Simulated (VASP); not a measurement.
# PbSe (Fm-3m) in VASP: notebook

The runs below take PbSe through single point, with HSE06, PBEsol-based global hybrid with 25 % exact exchange.

All numbers are computed with VASP 6.6.1; they aren't measurements. Logs are shortened: lines on timing, memory, paths and dates and some standing lists are left out, and cuts for length are marked.

### Step 1. The cell of the first run

Symmetry: Fm-3m, No. 225, cubic system. The conventional cell has a = 6.121 Å, b = 6.121 Å, c = 6.121 Å, α = 90.00°, β = 90.00°, γ = 90.00°. Pb (site symmetry m-3m) has 6 Se at 3.06 Å within 4.0 Å. Within 4.0 Å of Se (site symmetry m-3m) lie 6 Pb at 3.06 Å.

### Step 2. Single point, HSE06, spin-orbit coupling, no magnetisation

POSCAR

```
PbSe
1.0
    0.0000000000      3.0606500000      3.0606500000
    3.0606500000      0.0000000000      3.0606500000
    3.0606500000      3.0606500000      0.0000000000
Pb Se
1 1
Direct
    0.0000000000      0.0000000000      0.0000000000
    0.5000000000      0.5000000000      0.5000000000
```

INCAR.step1

```
PREC = Accurate
ENCUT = 520
EDIFF = 1E-5
ISMEAR = 0
SIGMA = 0.02
LREAL = False
LASPH = True
NELM = 60
ALGO = Normal
ISIF = 2
LWAVE = True
LCHARG = False
LNONCOLLINEAR = True
MAGMOM = 0 0 0 0 0 0
LORBIT = 11
LSORBIT = True
GGA_COMPAT = False
NBANDS = 32
GGA = PE
KPAR = 4
```

INCAR.step2

```
PREC = Accurate
ENCUT = 520
EDIFF = 1E-7
ISMEAR = 0
SIGMA = 0.02
LREAL = False
LASPH = True
NELM = 60
ALGO = Normal
ISIF = 2
LWAVE = False
LCHARG = False
LNONCOLLINEAR = True
MAGMOM = 0 0 0 0 0 0
LORBIT = 11
LSORBIT = True
GGA_COMPAT = False
GGA = PE
LHFCALC = True
HFSCREEN = 0.2
PRECFOCK = Fast
NBANDS = 32
ISTART = 1
KPAR = 4
```

KPOINTS

```
regular mesh
0
Gamma
  6 6 6
```

Potentials or basis: VASP PAW PBE potentials, release 64 (Pb_d, Se).

The run is started by

```
$ cat potpaw_PBE.64/Pb_d/POTCAR potpaw_PBE.64/Se/POTCAR > POTCAR
$ cp INCAR.step1 INCAR
$ mpirun -np 4 vasp_ncl > vasp.out
$ cp INCAR.step2 INCAR
$ mpirun -np 4 vasp_ncl > vasp.out
```

OUTCAR:

```text
PREC = Accurate
   ENCUT = 520
   EDIFF = 1E-7
   ISMEAR = 0
   LREAL = False
   LASPH = True
   NELM = 60
   ISIF = 2
   LNONCOLLINEAR = True
   LORBIT = 11
   LSORBIT = True
   GGA = PE
   LHFCALC = True
   HFSCREEN = 0.2
   PRECFOCK = Fast
   ISTART = 1

 ion  position               nearest neighbor table
   1  0.000  0.000  0.000-   2 3.06   2 3.06   2 3.06   2 3.06   2 3.06   2 3.06
   2  0.500  0.500  0.500-   1 3.06   1 3.06   1 3.06   1 3.06   1 3.06   1 3.06

  LATTYP: Found a face centered cubic cell.
 ALAT       =     6.1213000000

  Lattice vectors:

 A1 = (   0.0000000000,   3.0606500000,   3.0606500000)
 A2 = (   3.0606500000,   0.0000000000,   3.0606500000)
 A3 = (   3.0606500000,   3.0606500000,   0.0000000000)

Analysis of symmetry for initial positions (statically):
=====================================================================
 Subroutine PRICEL returns:
 Original cell was already a primitive cell.

 Routine SETGRP: Setting up the symmetry group for a
 face centered cubic supercell.

 Subroutine GETGRP returns: Found 48 space group operations
 (whereof 48 operations were pure point group operations)
 out of a pool of 48 trial point group operations.

The static configuration has the point symmetry O_h .

Analysis of symmetry for dynamics (positions and initial velocities):
=====================================================================
 Subroutine PRICEL returns:
 Original cell was already a primitive cell.

 Routine SETGRP: Setting up the symmetry group for a
 face centered cubic supercell.

 Subroutine GETGRP returns: Found 48 space group operations
 (whereof 48 operations were pure point group operations)
 out of a pool of 48 trial point group operations.

The dynamic configuration has the point symmetry O_h .

Analysis of structural, dynamic, and magnetic symmetry:
=====================================================================
 Subroutine PRICEL returns:
 Original cell was already a primitive cell.

 Routine SETGRP: Setting up the symmetry group for a
 face centered cubic supercell.

 Subroutine GETGRP returns: Found 48 space group operations
 (whereof 48 operations were pure point group operations)
 out of a pool of 48 trial point group operations.

The overall configuration has the point symmetry O_h .

 Subroutine INISYM returns: Found 48 space group operations
 (whereof 48 operations are pure point group operations),
 and found     1 'primitive' translations

----------------------------------------------------------------------------------------

                                     Primitive cell

  volume of cell :      57.3418

  direct lattice vectors                    reciprocal lattice vectors
     0.000000000  3.060650000  3.060650000    -0.163363991  0.163363991  0.163363991
     3.060650000  0.000000000  3.060650000     0.163363991 -0.163363991  0.163363991
     3.060650000  3.060650000  0.000000000     0.163363991  0.163363991 -0.163363991

  length of vectors
     4.328412740  4.328412740  4.328412740     0.282954733  0.282954733  0.282954733

  position of ions in fractional coordinates (direct lattice)
     0.000000000  0.000000000  0.000000000
     0.500000000  0.500000000  0.500000000

  ion indices of the primitive-cell ions
   primitive index   ion index
                 1           1
                 2           2

----------------------------------------------------------------------------------------
[... 78 lines left out ...]
   IALGO  =     38    algorithm
   IMIX   =      1    mixing-type and parameters
     AMIX     =   0.40;   BMIX     =  1.00
     AMIX_MAG =   1.60;   BMIX_MAG =  1.00
  volume/ion in A,a.u.               =      28.67       193.48
  Fermi-wavevector in a.u.,A,eV,Ry     =   1.152377  2.177676 18.068159  1.327972
  Thomas-Fermi vector in A             =   2.289028
   LORBIT       =     11    0 simple, 1 ext, 2 COOP (PROOUT), +10 PAW based schemes
   GGA     = PE    functional components
   LHFCALC =     T    Hartree Fock is set to
   PRECFOCK=fast      Normal, Fast or Accurate (Low or Medium for compatibility)
   ENCUT4O =  -1.0   cutoff for four orbital integrals eV
   NKREDX  =     1    reduce k-point grid by
   NKREDY  =     1    reduce k-point grid by
   NKREDZ  =     1    reduce k-point grid by
   AEXX    =    0.2500 exact exchange contribution
   HFSCREEN=    0.2000 screening length (either q_TF or 0.3 A-1)
   HFSCREENC=   0.2000 screening length for correlation (either q_TF or 0.3 A-1)
   ENCUTFOCK=  -1.0 apply spherical cutoff to Coloumb kernel
   IVDW    =     0    specifies the selected vdW correction
   LEPSILON=     F    determine dielectric tensor
   LRPA    =     F    only Hartree local field effects (RPA)
 Gauss-broadening in eV      SIGMA  =   0.02
  energy-cutoff  :      520.00
  volume of cell :       57.34
 maximum number of plane-waves:      3144
  NGX = 18; NGY = 18; NGZ = 18

 number of electron      20.0000000 magnetization      -0.0000000     -0.0000000     -0.0000000

 number of electron      20.0000000 magnetization       0.0000000      0.0000000      0.0000000

 Free energy of the ion-electron system (eV)
  ---------------------------------------------------
  ext. energy  EPLUGINS =         0.00000000
  ---------------------------------------------------
  free energy    TOTEN  =       -10.14416108 eV

  energy without entropy =      -10.14416108  energy(sigma->0) =      -10.14416108

 E-fermi :   4.9782     XC(G=0):  -7.9150

 val. band max:        4.7959442604   @ k =   0.5000   0.0000   0.0000
 cond. band min:       5.0866730665   @ k =   0.5000   0.0000   0.0000
 fundamental gap:      0.2907288061
 Fermi energy:         4.9781869242

 k-point     1 :       0.0000    0.0000    0.0000
  band No.  band energies     occupation
      1     -15.4119      1.00000
      2     -15.4119      1.00000
      3     -15.4119      1.00000
      4     -15.4119      1.00000
      5     -12.7343      1.00000
      6     -12.7343      1.00000
[... 549 lines left out ...]
     31      17.4081      0.00000
     32      17.4081      0.00000

------------------------ aborting loop because EDIFF is reached ----------------------------------------

  FORCE on cell =-STRESS in cart. coord.  units (eV):
  Direction    XX          YY          ZZ          XY          YZ          ZX
  --------------------------------------------------------------------------------------
  -------------------------------------------------------------------------------------
  Total        0.3471723      0.3471723      0.3471723      0.0000000     -0.0000000      0.0000000
  in kB        9.7002871      9.7002871      9.7002871      0.0000000     -0.0000000      0.0000000
  external PRESSURE =       9.7002871 kB  Pullay stress =       0.0000000 kB

 VOLUME and BASIS-vectors are now :
 -----------------------------------------------------------------------------
  energy-cutoff  :      520.00
  volume of cell :       57.34
      direct lattice vectors                 reciprocal lattice vectors
     0.000000000  3.060650000  3.060650000    -0.163363991  0.163363991  0.163363991
     3.060650000  0.000000000  3.060650000     0.163363991 -0.163363991  0.163363991
     3.060650000  3.060650000  0.000000000     0.163363991  0.163363991 -0.163363991

 POSITION                                       TOTAL-FORCE (eV/Angst)
 -----------------------------------------------------------------------------------
      0.00000      0.00000      0.00000        -0.000000      0.000000     -0.000000
      3.06065      3.06065      3.06065         0.000000     -0.000000      0.000000
 -----------------------------------------------------------------------------------
    total drift:                               -0.000003     -0.000004     -0.000002

  FREE ENERGIE OF THE ION-ELECTRON SYSTEM (eV)
  ---------------------------------------------------
  free  energy   TOTEN  =       -10.1441610777 eV

  energy  without entropy=      -10.1441610777  energy(sigma->0) =      -10.14416108

 Spin-Orbit-Coupling matrix elements

 Ion:    1  E_soc:     -0.7431536
 l=   1
     0.0000000    -0.0589329    -0.0589329
    -0.0589329     0.0000000    -0.0589329
    -0.0589329    -0.0589329     0.0000000
 l=   2
     0.0000000    -0.0130271     0.0000000    -0.0130272    -0.0518989
    -0.0130271     0.0000000    -0.0389242    -0.0130272    -0.0129747
     0.0000000    -0.0389242     0.0000000    -0.0389242     0.0000000
    -0.0130272    -0.0130272    -0.0389242     0.0000000    -0.0129747
    -0.0518989    -0.0129747     0.0000000    -0.0129747     0.0000000
 l=   3
     0.0000000     0.0000000     0.0000000     0.0000000     0.0000000     0.0000000     0.0000000
     0.0000000     0.0000000     0.0000000     0.0000000     0.0000000     0.0000000     0.0000000
     0.0000000     0.0000000     0.0000000     0.0000000     0.0000000     0.0000000     0.0000000
     0.0000000     0.0000000     0.0000000     0.0000000     0.0000000     0.0000000     0.0000000
     0.0000000     0.0000000     0.0000000     0.0000000     0.0000000     0.0000000     0.0000000
     0.0000000     0.0000000     0.0000000     0.0000000     0.0000000     0.0000000     0.0000000
     0.0000000     0.0000000     0.0000000     0.0000000     0.0000000     0.0000000     0.0000000

 Ion:    2  E_soc:     -0.0455734
 l=   1
     0.0000000    -0.0076066    -0.0076066
    -0.0076066     0.0000000    -0.0076066
    -0.0076066    -0.0076066     0.0000000
 l=   2
     0.0000000    -0.0000013     0.0000000    -0.0000013     0.0000124
    -0.0000013     0.0000000     0.0000093    -0.0000013     0.0000031
     0.0000000     0.0000093     0.0000000     0.0000093     0.0000000
    -0.0000013    -0.0000013     0.0000093     0.0000000     0.0000031
     0.0000124     0.0000031     0.0000000     0.0000031     0.0000000
 l=   3
     0.0000000     0.0000000     0.0000000     0.0000000     0.0000000     0.0000000     0.0000000
     0.0000000     0.0000000     0.0000000     0.0000000     0.0000000     0.0000000     0.0000000
     0.0000000     0.0000000     0.0000000     0.0000000     0.0000000     0.0000000     0.0000000
     0.0000000     0.0000000     0.0000000     0.0000000     0.0000000     0.0000000     0.0000000
     0.0000000     0.0000000     0.0000000     0.0000000     0.0000000     0.0000000     0.0000000
     0.0000000     0.0000000     0.0000000     0.0000000     0.0000000     0.0000000     0.0000000
     0.0000000     0.0000000     0.0000000     0.0000000     0.0000000     0.0000000     0.0000000

 total charge

# of ion       s       p       d       tot
------------------------------------------
    1        1.505   0.515   9.847  11.868
    2        1.478   2.377   0.017   3.871
--------------------------------------------------
tot          2.983   2.892   9.864  15.739

 magnetization (x)

# of ion       s       p       d       tot
------------------------------------------
    1       -0.000   0.000   0.000  -0.000
    2        0.000   0.000   0.000   0.000
--------------------------------------------------
tot         -0.000   0.000   0.000  -0.000

 magnetization (y)

# of ion       s       p       d       tot
------------------------------------------
    1        0.000   0.000   0.000   0.000
    2        0.000   0.000   0.000   0.000
--------------------------------------------------
tot          0.000   0.000   0.000   0.000

 magnetization (z)

# of ion       s       p       d       tot
------------------------------------------
    1       -0.000   0.000   0.000   0.000
    2        0.000   0.000  -0.000   0.000
--------------------------------------------------
tot         -0.000   0.000   0.000   0.000
```

It took 37 min on 4 MPI ranks of Intel Xeon Platinum 8488C (Sapphire Rapids), shared host; peak memory 0.45 GiB.

Results:

* Free energy: -10.1442 eV
* Pressure: 1.0 GPa
* Valence electrons inside the program's atomic spheres: Pb 11.87; Se 3.87

Caveat: the PAW data sets were made with another functional, which shifts forces and pressure a little.

### Step 3. Single point, PBEsol-based global hybrid with 25 % exact exchange

This run uses another cell than the first one, of 26.95 Å³/atom.

POSCAR

```
PbSe
1.0
    0.0000000000      2.9981702236      2.9981702236
    2.9981702236      0.0000000000      2.9981702236
    2.9981702236      2.9981702236      0.0000000000
Pb Se
1 1
Direct
    0.0000000000      0.0000000000      0.0000000000
    0.5000000000      0.5000000000      0.5000000000
```

INCAR.step1

```
PREC = Accurate ; ENCUT = 520
EDIFF = 1E-5 ; ISMEAR = -1
SIGMA = 0.05 ; LREAL = False
LASPH = True ; NELM = 100
ALGO = Normal ; ISIF = 2
LWAVE = True ; LCHARG = False
NBANDS = 17 ; GGA = PE
```

INCAR.step2

```
PREC = Accurate ; ENCUT = 520
EDIFF = 1E-7 ; ISMEAR = -1
SIGMA = 0.05 ; LREAL = False
LASPH = True ; NELM = 100
ALGO = Normal ; ISIF = 2
LWAVE = False ; LCHARG = False
GGA = PS ; LHFCALC = True
AEXX = 0.25 ; PRECFOCK = Normal
NBANDS = 17 ; ISTART = 1
```

KPOINTS

```
Automatic mesh
0
Gamma
  4 4 4
```

Potentials or basis: VASP PAW PBE potentials, release 64 (Pb_d, Se).

The run is started by

```
$ cat potpaw_PBE.64/Pb_d/POTCAR potpaw_PBE.64/Se/POTCAR > POTCAR
$ cp INCAR.step1 INCAR
$ mpirun -np 1 vasp_std > vasp.out
$ cp INCAR.step2 INCAR
$ mpirun -np 1 vasp_std > vasp.out
```

It used 950 s of CPU time on 1 thread of AMD EPYC 7R13 Processor (Zen 3) (shared host).

It converged, with:

| Item | Value |
| --- | --- |
| Free energy | -11.2668 eV |
| Pressure | 2.9 GPa |
| Band gap on the k mesh | 1.03 eV |

Levels at points of the mesh, in eV from the valence-band top:
| k point | band 8 | band 9 | band 10 | band 11 | band 12 | band 13 |
| --- | --- | --- | --- | --- | --- | --- |
| (0.00, 0.00, 0.00) | -2.63 | -2.63 | -2.63 | 6.22 | 6.22 | 6.22 |
| (0.50, 0.00, 0.00) | -2.14 | -2.14 | 0.00 | 1.03 | 2.55 | 2.55 |
| (0.50, 0.50, 0.00) | -6.40 | -4.27 | -4.27 | 4.40 | 7.32 | 7.32 |

Caveat: the k points lie up to 0.45 Å⁻¹ apart; the PAW data sets were made with another functional, which shifts forces and pressure a little; spin-orbit coupling is left out, which moves the levels of the heavy elements.

### Step 4. Single point, PBEsol-based global hybrid with 25 % exact exchange

This run uses another cell than the first one, of 27.52 Å³/atom.

POSCAR

```
PbSe
1.0
    0.0000000000      3.0192847941      3.0192847941
    3.0192847941      0.0000000000      3.0192847941
    3.0192847941      3.0192847941      0.0000000000
Pb Se
1 1
Direct
    0.0000000000      0.0000000000      0.0000000000
    0.5000000000      0.5000000000      0.5000000000
```

INCAR.step1

```
SYSTEM = PbSe
  PREC = Accurate
  ENCUT = 520
  EDIFF = 1E-5
  ISMEAR = -1
  SIGMA = 0.05
  LREAL = .False.
  LASPH = .True.
  NELM = 60
  ALGO = Normal
  ISIF = 2
  LWAVE = .True.
  GGA = PE
  NBANDS = 17
```

INCAR.step2

```
SYSTEM = PbSe
  PREC = Accurate
  ENCUT = 520
  EDIFF = 1E-6
  ISMEAR = -1
  SIGMA = 0.05
  LREAL = .False.
  LASPH = .True.
  NELM = 60
  ALGO = Normal
  ISIF = 2
  LWAVE = .False.
  LCHARG = .True.
  GGA = PS
  LHFCALC = .True.
  AEXX = 0.25
  PRECFOCK = Normal
  LELF = .True.
  LVHAR = .True.
  ISTART = 1
  NBANDS = 17
```

KPOINTS

```
regular mesh
0
Gamma
  4 4 4
  0 0 0
```

The run is started by

```
$ cat potpaw_PBE.64/Pb_d/POTCAR potpaw_PBE.64/Se/POTCAR > POTCAR
$ cp INCAR.step1 INCAR
$ mpirun -np 1 vasp_std > vasp.out
$ cp INCAR.step2 INCAR
$ mpirun -np 1 vasp_std > vasp.out
```

Wall time 11 min (1 thread of AMD EPYC 7R13 (Zen 3), shared host); peak memory 0.16 GiB.

The run converged. Its results:

```
Free energy            : -11.2828 eV
Pressure               : 1.5 GPa
Band gap on the k mesh : 1.13 eV
```

Levels at points of the mesh, in eV from the valence-band top:
```
           k point  band 7  band 8  band 9  band 10  band 11  band 12  band 13  band 14
(0.00, 0.00, 0.00)   -6.73   -2.49   -2.49    -2.49     6.20     6.20     6.20     7.67
(0.50, 0.00, 0.00)  -10.07   -2.01   -2.01     0.00     1.13     2.64     2.64     9.94
(0.50, 0.50, 0.00)   -8.16   -6.16   -4.09    -4.09     4.53     7.27     7.27     7.75
```

Caveat: the k points lie up to 0.45 Å⁻¹ apart; the PAW data sets were made with another functional, which shifts forces and pressure a little; spin-orbit coupling is left out, which moves the levels of the heavy elements. A k mesh can miss the band edges.

### Step 5. Summary

```tsv
level	spin	cell	k mesh	smearing	grid for exact exchange (PRECFOCK)	screening parameter	dipole correction	gap on the mesh (eV)	pressure (GPa)
HSE06	SOC, no magnetisation	a = 4.328 Å, angles 60.0°, 2 atoms	6 × 6 × 6	gaussian 0.02 eV	Fast	0.2 1/Å	-	-	1.0
PBEsol-based global hybrid with 25 % exact exchange	off	a = 4.240 Å, angles 60.0°, 2 atoms	4 × 4 × 4	fermi-dirac 0.05 eV	Normal	-	no	1.03	2.9
PBEsol-based global hybrid with 25 % exact exchange	off	a = 4.270 Å, angles 60.0°, 2 atoms	4 × 4 × 4	fermi-dirac 0.05 eV	Normal	-	no	1.13	1.5
```

Alike in all rows: task single point; potentials or basis VASP PAW PBE potentials, release 64 (Pb_d, Se); cutoff (eV) 520.

Caveats: some runs use coarse meshes; the PAW data sets were made with another functional, which shifts forces and pressure a little; spin-orbit coupling is left out, which moves the levels of the heavy elements (at least some runs).

Absolute energies hang on the potentials; compare differences alone.
